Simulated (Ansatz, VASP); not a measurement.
**SrO in VASP and in Ansatz**

```
Sr O
1.0
     0.00000    2.62020    2.62020
     2.62020    0.00000    2.62020
     2.62020    2.62020    0.00000
Sr O
1 1
Direct
  0.00000 0.00000 0.00000
  0.50000 0.50000 0.50000
```

Change from the starting cell: volume scaled by 1.06, PAW files.

Alike in both runs: task electric field gradients; functional PBEsol; k mesh 8 × 8 × 8; occupations fermi-dirac, width 0.03 eV; no spin polarisation.

```csv
,VASP,Ansatz
version,VASP 6.6.1,Ansatz 0.2.0
potentials or method,"VASP PAW PBE potentials, release 64 (Sr_sv, O)","PAW with Ansatz's default frozen-core files, scalar-relativistic"
plane-wave cutoff (eV),520,420
valence electrons in the cell,16,16
```

```csv
,VASP,Ansatz,Ansatz less VASP
gap on the k mesh at the Fermi level (eV),3.19,3.23,+0.043
pressure (GPa),-5.0,-5.5,-0.47
```

VASP's potentials were made for PBE, not for PBEsol. With one functional, cell and mesh, what is left measures potentials, basis and numerics.
